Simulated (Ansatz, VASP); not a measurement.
**One calculation of PbO, two programs**

```
Pb O
1.0
     3.98040    0.00000    0.00000
     0.00000    3.98040    0.00000
     0.00000    0.00000    5.00091
Pb O
2 2
Direct
  0.00000 0.50000 0.23663
  0.50000 0.00000 0.76337
  0.00000 0.00000 0.00000
  0.50000 0.50000 0.00000
```

Alike in both runs: task single point; functional PBE; k mesh 6 × 6 × 6; occupations fermi-dirac, width 0.02 eV; no spin polarisation.

```csv
,VASP,Ansatz
version,VASP 6.6.1,Ansatz 0.2.0
potentials or method,"VASP PAW PBE potentials, release 64 (Pb_d, O)","plane waves, PAW"
plane-wave cutoff (eV),520,420
valence electrons in the cell,40,40
```

|  | VASP | Ansatz | Ansatz less VASP |
| --- | --- | --- | --- |
| gap on the k mesh at the Fermi level (eV) | 1.23 | 1.22 | -0.009 |
| pressure (GPa) | 4.6 | 4.5 | -0.08 |
| traceless stress, the component that is largest in VASP (GPa) | -0.62 | -0.60 | +0.017 |
| rms of the force components (eV/Å) | 0.163 | 0.146 | -0.0177 |

Atom by atom the forces differ by 0.018 eV/Å (rms over components). The functional is the same, so the differences come from potentials, cutoffs and numerics.

Neither program's run includes spin-orbit coupling.
